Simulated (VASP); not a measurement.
Runs of VASP 6.6.1 on Ga2Se. The structure is that of space group Fm-3m (No. 225), or close to it. The cells are those of the table. 

```csv
task,cell,k mesh,cutoff (eV),gap on the mesh (eV),pressure (GPa)
single point,"a = 4.848 Å, angles 60.0°, 3 atoms",6 × 6 × 6,520,none,(a)
relaxation of cell and atoms,"relaxed from a = 4.394 Å, angles 60.0°, 3 atoms",6 × 6 × 6,600,none,0.0
single point,"a = 4.394 Å, angles 60.0°, 3 atoms",6 × 6 × 6,520,none,13.6
single point,"a = 4.884 Å, angles 60.0°, 3 atoms",12 × 12 × 12,520,none,0.0
```

Alike in all rows: level PBE; potentials or basis VASP PAW PBE potentials, release 64 (Ga_d, Se); no spin polarisation; smearing gaussian 0.1 eV.

Problem. Fill in the values left out.

Solution. (a) 0.2.

Caveats: the cell stands under pressure (at least some runs).

A k mesh can miss the band edges, and the runs leave out spin-orbit coupling on Ga, Se.

A gap of «none» marks levels without a gap at the run's occupations.
